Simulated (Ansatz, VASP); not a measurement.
One calculation of Sr3Al2Tl2, two programs

```xyz
7
Lattice="0.0000 0.0000 5.0032 4.5184 0.0000 0.0000 2.2592 10.0160 -2.5016" Properties=species:S:1:pos:R:3 pbc="T T T"
Tl    4.5184    7.1794    0.0000
Tl    2.2592    2.8365    2.5016
Al    2.2592    8.7159    0.0000
Al    4.5184    1.3001    2.5016
Sr    2.2592    0.0000    0.0000
Sr    4.5184    3.6698    0.0000
Sr    2.2592    6.3461    2.5016
```

Alike in both runs: task single point; functional PBE; k mesh 4 × 4 × 4; occupations gaussian, width 0.0722 eV; no spin polarisation.

```csv
,VASP,Ansatz
version,VASP 6.6.1,Ansatz 0.2.0
potentials or method,"VASP PAW PBE potentials, release 64 (Tl_d, Al, Sr_sv), cutoff 520 eV",PAW plane waves
valence electrons in the cell,62,62
```

VASP gave:

```
gap on the k mesh at the Fermi level (eV)                     : none
pressure (GPa)                                                : 1.0
traceless stress, the component that is largest in VASP (GPa) : -0.69
rms of the force components (eV/Å)                            : 0.186
```

**Question.** What did Ansatz give for the same quantities?

**Answer.** gap on the k mesh at the Fermi level (eV): none; pressure (GPa): 1.0; traceless stress, the component that is largest in VASP (GPa): -0.71; rms of the force components (eV/Å): 0.187.

Atom by atom the forces differ by 0.002 eV/Å (rms over components). A gap of «none» marks a metal or a gap that the smearing closes.

Neither program's run includes spin-orbit coupling.
